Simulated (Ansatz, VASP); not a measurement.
## One calculation of GaAs, two programs

```
Ga As
1.0
     0.00000    2.76914    2.76914
     2.76914    0.00000    2.76914
     2.76914    2.76914    0.00000
Ga As
1 1
Direct
  0.00000 0.00000 0.00000
  0.25000 0.25000 0.25000
```

Change from the starting cell: volume scaled by 0.94, ions relaxed.

Alike in both runs: functional PBE; k mesh 13 × 13 × 13; occupations fermi-dirac, width 0.02 eV; no spin polarisation.

Ansatz relaxed the structure, and its values are those at the end. VASP's run is a single point on that final structure, the one shown.

|  | VASP | Ansatz |
| --- | --- | --- |
| version | VASP 6.6.1 | Ansatz 0.2.0 |
| potentials or method | VASP PAW PBE potentials, release 64 (Ga_d, As) | plane-wave PAW, scalar-relativistic |
| plane-wave cutoff (eV) | 520 | 420 |
| valence electrons in the cell | 18 | 28 |

Ansatz gave:

```
gap on the k mesh at the Fermi level (eV) : 0.99
pressure (GPa)                            : 8.7
```

Question: What did VASP give for the same quantities?

Answer: gap on the k mesh at the Fermi level (eV): 1.00; pressure (GPa): 8.9.

VASP's potentials hold 18 valence electrons a cell and Ansatz's 28, so a difference there can come from the potentials and not from the codes. Ansatz's warnings: stress scf threshold loose.
